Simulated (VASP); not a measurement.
Here is a VASP 6.6.1 calculation.

Contents of INCAR:

```
SYSTEM = PbS
PREC = Accurate
ENCUT = 520
EDIFF = 1E-7
ISMEAR = -1
SIGMA = 0.03
LREAL = .FALSE.
LASPH = .TRUE.
NELM = 80
ALGO = Normal
ISIF = 2
LWAVE = .FALSE.
LCHARG = .FALSE.
GGA = PE
NBANDS = 17
```

File KPOINTS:

```
Automatic mesh
0
G
  11 11 11
  0 0 0
```

POSCAR

```
PbS
1.0
    0.0000000000      3.3222416012      3.3222416012
    3.3222416012      0.0000000000      3.3222416012
    3.3222416012      3.3222416012      0.0000000000
Pb S
1 1
Direct
    0.0000000000      0.0000000000      0.0000000000
    0.2500000000      0.2500000000      0.2500000000
```

Potentials or basis: VASP PAW PBE potentials, release 64 (Pb_d, S).

The run is started by

```bash
$ cat potpaw_PBE.64/Pb_d/POTCAR potpaw_PBE.64/S/POTCAR > POTCAR
$ mpirun -np 1 vasp_std > vasp.out
```

Q: What does it give for the band gap on the k mesh?

A: 0.92 eV, indirect (least direct gap 1.32 eV).

Q: Predict the pressure.

A: 0.0 GPa.

Caveat: spin-orbit coupling is left out, which moves the levels of the heavy elements. A k mesh can miss the band edges.
